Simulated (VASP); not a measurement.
# NaH (Fm-3m) in VASP: further runs

NaH is run at these levels: r2SCAN; tasks: single point.

Everything below comes from runs of VASP 6.6.1. Logs are shortened: lines on timing, memory, paths and dates and some standing lists are left out, and cuts for length are marked.

**1. The cell of the first run**

Symmetry: Fm-3m, No. 225, cubic system. The conventional cell has a = 4.826 Å, b = 4.826 Å, c = 4.826 Å, α = 90.00°, β = 90.00°, γ = 90.00°. Within 3.2 Å of Na (site symmetry m-3m) lie 6 H at 2.41 Å. H (site symmetry m-3m) has 6 Na at 2.41 Å within 3.2 Å.

**2. Single point, r2SCAN**

File POSCAR:

```
NaH
1.0
    0.0000000000      2.4132495900      2.4132495900
    2.4132495900      0.0000000000      2.4132495900
    2.4132495900      2.4132495900      0.0000000000
Na H
1 1
Direct
    0.0000000000      0.0000000000      0.0000000000
    0.5000000000      0.5000000000      0.5000000000
```

File INCAR.step1:

```
SYSTEM = NaH
PREC = Accurate ; ENCUT = 520
ISMEAR = -1 ; SIGMA = 0.02
LREAL = .FALSE. ; LASPH = .TRUE.
NELM = 100 ; NBANDS = 11
GGA = PE ; ALGO = Normal
EDIFF = 1E-4 ; LWAVE = .TRUE.
LCHARG = .FALSE.
```

File INCAR.step2:

```
SYSTEM = NaH
PREC = Accurate ; ENCUT = 520
EDIFF = 1E-7 ; ISMEAR = -1
SIGMA = 0.02 ; LREAL = .FALSE.
LASPH = .TRUE. ; NELM = 100
ALGO = Normal ; ISIF = 2
LWAVE = .FALSE. ; LCHARG = .TRUE.
METAGGA = R2SCAN ; LMIXTAU = .TRUE.
LELF = .TRUE. ; LVHAR = .TRUE.
NBANDS = 11 ; ISTART = 1
```

File KPOINTS:

```
regular mesh
0
G
  10 10 10
  0 0 0
```

Potentials or basis: VASP PAW PBE potentials, release 64 (Na_pv, H).

Run with:

```bash
> cat potpaw_PBE.64/Na_pv/POTCAR potpaw_PBE.64/H/POTCAR > POTCAR
> cp INCAR.step1 INCAR
> mpirun -np 1 vasp_std > vasp.out
> cp INCAR.step2 INCAR
> mpirun -np 1 vasp_std > vasp.out
```

OUTCAR:

```text
SYSTEM = NaH
   PREC = Accurate
   ENCUT = 520
   EDIFF = 1E-7
   ISMEAR = -1
   LREAL = .FALSE.
   LASPH = .TRUE.
   NELM = 100
   ISIF = 2
   METAGGA = R2SCAN
   ISTART = 1

 ion  position               nearest neighbor table
   1  0.000  0.000  0.000-
   2  0.500  0.500  0.500-

  LATTYP: Found a face centered cubic cell.
 ALAT       =     4.8264991800

  Lattice vectors:

 A1 = (   0.0000000000,   2.4132495900,   2.4132495900)
 A2 = (   2.4132495900,   0.0000000000,   2.4132495900)
 A3 = (   2.4132495900,   2.4132495900,   0.0000000000)

Analysis of symmetry for initial positions (statically):
=====================================================================
 Subroutine PRICEL returns:
 Original cell was already a primitive cell.

 Routine SETGRP: Setting up the symmetry group for a
 face centered cubic supercell.

 Subroutine GETGRP returns: Found 48 space group operations
 (whereof 48 operations were pure point group operations)
 out of a pool of 48 trial point group operations.

The static configuration has the point symmetry O_h .

Analysis of symmetry for dynamics (positions and initial velocities):
=====================================================================
 Subroutine PRICEL returns:
 Original cell was already a primitive cell.

 Routine SETGRP: Setting up the symmetry group for a
 face centered cubic supercell.

 Subroutine GETGRP returns: Found 48 space group operations
 (whereof 48 operations were pure point group operations)
 out of a pool of 48 trial point group operations.

The dynamic configuration has the point symmetry O_h .

 Subroutine INISYM returns: Found 48 space group operations
 (whereof 48 operations are pure point group operations),
 and found     1 'primitive' translations

----------------------------------------------------------------------------------------

                                     Primitive cell

  volume of cell :      28.1084

  direct lattice vectors                    reciprocal lattice vectors
     0.000000000  2.413249590  2.413249590    -0.207189510  0.207189510  0.207189510
     2.413249590  0.000000000  2.413249590     0.207189510 -0.207189510  0.207189510
     2.413249590  2.413249590  0.000000000     0.207189510  0.207189510 -0.207189510

  length of vectors
     3.412850300  3.412850300  3.412850300     0.358862758  0.358862758  0.358862758

  position of ions in fractional coordinates (direct lattice)
     0.000000000  0.000000000  0.000000000
     0.500000000  0.500000000  0.500000000

  ion indices of the primitive-cell ions
   primitive index   ion index
                 1           1
                 2           2

----------------------------------------------------------------------------------------

 KPOINTS: regular mesh

Automatic generation of k-mesh.
 Grid dimensions read from file:
 generate k-points for:   10   10   10

 Generating k-lattice:

  Cartesian coordinates                     Fractional coordinates (reciprocal lattice)
    -0.020718951  0.020718951  0.020718951     0.100000000  0.000000000  0.000000000
     0.020718951 -0.020718951  0.020718951     0.000000000  0.100000000  0.000000000
     0.020718951  0.020718951 -0.020718951     0.000000000  0.000000000  0.100000000

  Length of vectors
     0.035886276  0.035886276  0.035886276

  Shift w.r.t. Gamma in fractional coordinates (k-lattice)
     0.000000000  0.000000000  0.000000000

 Subroutine IBZKPT returns following result:
 ===========================================

 Found     47 irreducible k-points:

 Following reciprocal coordinates:
            Coordinates               Weight
  0.000000  0.000000  0.000000      1.000000
  0.100000  0.000000  0.000000      8.000000
  0.200000  0.000000  0.000000      8.000000
  0.300000  0.000000  0.000000      8.000000
  0.400000  0.000000  0.000000      8.000000
  0.500000  0.000000  0.000000      4.000000
[... 16 lines left out ...]
  0.300000  0.300000  0.000000      6.000000
  0.400000  0.300000  0.000000     24.000000
 [... further k-points ...]
   k-points           NKPTS =     47   k-points in BZ     NKDIM =     47   number of bands    NBANDS=     11
   number of dos      NEDOS =    301   number of ions     NIONS =      2
   total plane-waves  NPLWV =  21952
   dimension x,y,z NGX =    28 NGY =   28 NGZ =   28
   dimension x,y,z NGXF=    56 NGYF=   56 NGZF=   56
   ions per type =               1   1
   NGX,Y,Z   is equivalent  to a cutoff of  13.64, 13.64, 13.64 a.u.
   NGXF,Y,Z  is equivalent  to a cutoff of  27.28, 27.28, 27.28 a.u.
 SYSTEM =  NaH
   PREC   = accura    normal or accurate (medium, high low for compatibility)
   ISTART =      1    job   : 0-new  1-cont  2-samecut
   ICHARG =      0    charge: 1-file 2-atom 10-const
   ISPIN  =      1    spin polarized calculation?
   LNONCOLLINEAR =      F non collinear calculations
   LSORBIT =      F    spin-orbit coupling
   LASPH  =      T    aspherical Exc in radial PAW
   ENCUT  =  520.0 eV  38.22 Ry    6.18 a.u.   6.35  6.35  6.35*2*pi/ulx,y,z
   NELM   =    100;   NELMIN=  2; NELMDL=  0     # of ELM steps
   EDIFF  = 0.1E-06   stopping-criterion for ELM
   LREAL  =      F    real-space projection
   EDIFFG = 0.1E-05   stopping-criterion for IOM
   NSW    =      0    number of steps for IOM
   IBRION =     -1    ionic relax: 0-MD 1-quasi-New 2-CG
   NFREE  =      0    steps in history (QN), initial steepest desc. (CG)
   ISIF   =      2    stress and relaxation
   ISYM   =      2    0-nonsym 1-usesym 2-fastsym
   POTIM  = 0.5000    time-step for ionic-motion
   TEBEG  =    0.0;   TEEND  =   0.0 temperature during run
   PSTRESS=    0.0 pullay stress
   NELECT =       8.0000    total number of electrons
   NUPDOWN=      -1.0000    fix difference up-down
   EMIN   =  10.00;   EMAX   =-10.00  energy-range for DOS
   EFERMI =   0.00;   METHOD = LEGACY
   ISMEAR =    -1;   SIGMA  =   0.02  broadening in eV -4-tet -1-fermi 0-gaus
   EFERMI_NEDOS =   21; number of points for ismear=-14 and -15
   IALGO  =     38    algorithm
   IMIX   =      4    mixing-type and parameters
     AMIX     =   0.40;   BMIX     =  1.00
     AMIX_MAG =   1.60;   BMIX_MAG =  1.00
  volume/ion in A,a.u.               =      14.05        94.84
  Fermi-wavevector in a.u.,A,eV,Ry     =   1.076860  2.034970 15.777690  1.159628
  Thomas-Fermi vector in A             =   2.212756
   LORBIT       =      0    0 simple, 1 ext, 2 COOP (PROOUT), +10 PAW based schemes
   METAGGA = R2SCAN    functional components
   LHFCALC =     F    Hartree Fock is set to
   AEXX    =    0.0000 exact exchange contribution
   IVDW    =     0    specifies the selected vdW correction
   LEPSILON=     F    determine dielectric tensor
   LRPA    =     F    only Hartree local field effects (RPA)
 non-spin polarized calculation
  energy-cutoff  :      520.00
  volume of cell :       28.11
 maximum number of plane-waves:       769
 NGX is ok and might be reduce to    28
   NGX = 13   NGY = 13   NGZ = 13

 number of electron       7.9999997 magnetization

 Free energy of the ion-electron system (eV)
  ---------------------------------------------------
  ext. energy  EPLUGINS =         0.00000000
  ---------------------------------------------------
  free energy    TOTEN  =        -7.60080575 eV

  energy without entropy =       -7.60080575  energy(sigma->0) =       -7.60080575

 E-fermi :  -1.0700     XC(G=0):  -8.1527

 val. band max:       -1.4592127804   @ k =  -0.3000   0.5000   0.2000
 cond. band min:       2.9320784206   @ k =   0.5000   0.0000   0.0000
 fundamental gap:      4.3912912010
 Fermi energy:        -1.0700178627

 k-point     1 :       0.0000    0.0000    0.0000
  band No.  band energies     occupation
      1     -24.3359      2.00000
      2     -24.3355      2.00000
      3     -24.3355      2.00000
      4      -5.0041      2.00000
      5      10.0306      0.00000
      6      14.9356      0.00000
      7      14.9356      0.00000
      8      14.9357      0.00000
      9      15.8703      0.00000
     10      15.8703      0.00000
     11      15.8704      0.00000

 k-point     2 :       0.1000    0.0000    0.0000
  band No.  band energies     occupation
      1     -24.3443      2.00000
      2     -24.3369      2.00000
      3     -24.3365      2.00000
      4      -4.8298      2.00000
      5       9.3740      0.00000
      6      12.8400      0.00000
      7      14.3082      0.00000
      8      14.3083      0.00000
      9      16.5746      0.00000
     10      16.5749      0.00000
     11      16.8892      0.00000

 k-point     3 :       0.2000    0.0000    0.0000
  band No.  band energies     occupation
      1     -24.3669      2.00000
      2     -24.3395      2.00000
      3     -24.3391      2.00000
      4      -4.3254      2.00000
      5       7.5577      0.00000
      6      11.3968      0.00000
      7      13.5484      0.00000
      8      13.5487      0.00000
      9      17.0836      0.00000
     10      17.0842      0.00000
     11      18.0222      0.00000

 k-point     4 :       0.3000    0.0000    0.0000
  band No.  band energies     occupation
      1     -24.3946      2.00000
      2     -24.3427      2.00000
      3     -24.3424      2.00000
      4      -3.5577      2.00000
      5       5.4225      0.00000
      6      10.7054      0.00000
      7      12.9715      0.00000
      8      12.9720      0.00000
      9      16.7301      0.00000
     10      16.7310      0.00000
     11      18.8374      0.00000
[... 239 lines left out ...]
 k-point    22 :      -0.2000    0.2000    0.0000
  band No.  band energies     occupation
      1     -24.3899      2.00000
      2     -24.3587      2.00000
      3     -24.3421      2.00000
      4      -3.3191      2.00000
      5       5.9356      0.00000
      6       7.9177      0.00000
      7      13.2216      0.00000
      8      13.6147      0.00000
      9      17.0307      0.00000
     10      17.9664      0.00000
     11      18.2545      0.00000

 k-point    23 :       0.3000    0.3000    0.0000
  band No.  band energies     occupation
      1     -24.3897      2.00000
      2     -24.3555      2.00000
      3     -24.3553      2.00000
      4      -3.1415      2.00000
      5       5.8569      0.00000
      6      10.3192      0.00000
      7      10.7911      0.00000
      8      10.7912      0.00000
      9      13.5512      0.00000
     10      20.3211      0.00000
     11      22.5504      0.00000

 k-point    24 :       0.4000    0.3000    0.0000
  band No.  band energies     occupation
      1     -24.4008      2.00000
      2     -24.3613      2.00000
      3     -24.3589      2.00000
      4      -2.5365      2.00000
      5       5.0001      0.00000
      6       8.5027      0.00000
      7      10.5160      0.00000
      8      11.4680      0.00000
      9      13.6016      0.00000
     10      20.6576      0.00000
     11      22.1327      0.00000

 [... further k-points ...]
[... 5 lines left out ...]
  --------------------------------------------------------------------------------------
  -------------------------------------------------------------------------------------
  Total       -0.1110989     -0.1110989     -0.1110989     -0.0000000      0.0000000     -0.0000000
  in kB       -6.3326248     -6.3326248     -6.3326248     -0.0000000      0.0000000     -0.0000000
  external PRESSURE =      -6.3326248 kB  Pullay stress =       0.0000000 kB

 VOLUME and BASIS-vectors are now :
 -----------------------------------------------------------------------------
  energy-cutoff  :      520.00
  volume of cell :       28.11
      direct lattice vectors                 reciprocal lattice vectors
     0.000000000  2.413249590  2.413249590    -0.207189510  0.207189510  0.207189510
     2.413249590  0.000000000  2.413249590     0.207189510 -0.207189510  0.207189510
     2.413249590  2.413249590  0.000000000     0.207189510  0.207189510 -0.207189510

 POSITION                                       TOTAL-FORCE (eV/Angst)
 -----------------------------------------------------------------------------------
      0.00000      0.00000      0.00000         0.000000      0.000000      0.000000
      2.41325      2.41325      2.41325        -0.000000      0.000000     -0.000000
 -----------------------------------------------------------------------------------
    total drift:                               -0.000000     -0.000000     -0.000000

  FREE ENERGIE OF THE ION-ELECTRON SYSTEM (eV)
  ---------------------------------------------------
  free  energy   TOTEN  =        -7.6008057469 eV

  energy  without entropy=       -7.6008057468  energy(sigma->0) =       -7.60080575
```

Run time: 2.1 min. Hardware: 1 thread of Intel Xeon 8259CL, shared host; peak memory 0.16 GiB.

Results:

| Quantity | Value |
| --- | --- |
| Free energy | -7.6008 eV |
| Pressure | -0.6 GPa |
| Band gap on the k mesh | 4.39 eV, indirect (least direct gap 5.21 eV) |

Caveat: the PAW data sets were made with another functional, which shifts forces and pressure a little.

**3. Single point, r2SCAN**

This run uses another cell than the first one, of 14.33 Å³/atom, 1.020 times its volume.

File POSCAR:

```
NaH
1.0
    0.0000000000      2.4289204800      2.4289204800
    2.4289204800      0.0000000000      2.4289204800
    2.4289204800      2.4289204800      0.0000000000
Na H
1 1
Direct
    0.0000000000      0.0000000000      0.0000000000
    0.5000000000      0.5000000000      0.5000000000
```

File INCAR.step1:

```
PREC = Accurate ; ENCUT = 520
ISMEAR = -1 ; SIGMA = 0.02
LREAL = False ; LASPH = True
NELM = 100 ; NBANDS = 11
GGA = PE ; ALGO = Normal
EDIFF = 1E-4 ; LWAVE = True
LCHARG = False
```

File INCAR.step2:

```
PREC = Accurate ; ENCUT = 520
EDIFF = 1E-6 ; ISMEAR = -1
SIGMA = 0.02 ; LREAL = False
LASPH = True ; NELM = 100
ALGO = Normal ; ISIF = 2
LWAVE = False ; LCHARG = True
METAGGA = R2SCAN ; LMIXTAU = True
LELF = True ; LVHAR = True
NBANDS = 11 ; ISTART = 1
```

File KPOINTS:

```
Automatic mesh
0
Gamma
  10 10 10
```

Potentials or basis: VASP PAW PBE potentials, release 64 (Na_pv, H).

Run with:

```bash
> cat potpaw_PBE.64/Na_pv/POTCAR potpaw_PBE.64/H/POTCAR > POTCAR
> cp INCAR.step1 INCAR
> mpirun -np 1 vasp_std > vasp.out
> cp INCAR.step2 INCAR
> mpirun -np 1 vasp_std > vasp.out
```

Run time: 92 s. Hardware: 1 thread of Intel Xeon 8259CL, shared host; peak memory 0.16 GiB.

Results (log left out):

| Property | Result |
| --- | --- |
| Free energy | -7.5980 eV |
| Pressure | -1.0 GPa |
| Band gap on the k mesh | 4.36 eV, indirect (least direct gap 5.17 eV) |

Levels at points of the mesh, in eV from the valence-band top:
| k point | band 1 | band 2 | band 3 | band 4 | band 5 | band 6 | band 7 | band 8 |
| --- | --- | --- | --- | --- | --- | --- | --- | --- |
| (0.00, 0.00, 0.00) | -22.91 | -22.91 | -22.91 | -3.49 | 11.31 | 16.25 | 16.25 | 16.25 |
| (0.50, 0.00, 0.00) | -23.00 | -22.92 | -22.92 | -0.81 | 4.36 | 11.59 | 13.83 | 13.83 |
| (0.50, 0.50, 0.00) | -22.99 | -22.94 | -22.94 | -0.15 | 5.17 | 10.66 | 11.30 | 11.30 |

Caveat: the PAW data sets were made with another functional, which shifts forces and pressure a little. A k mesh can miss the band edges.
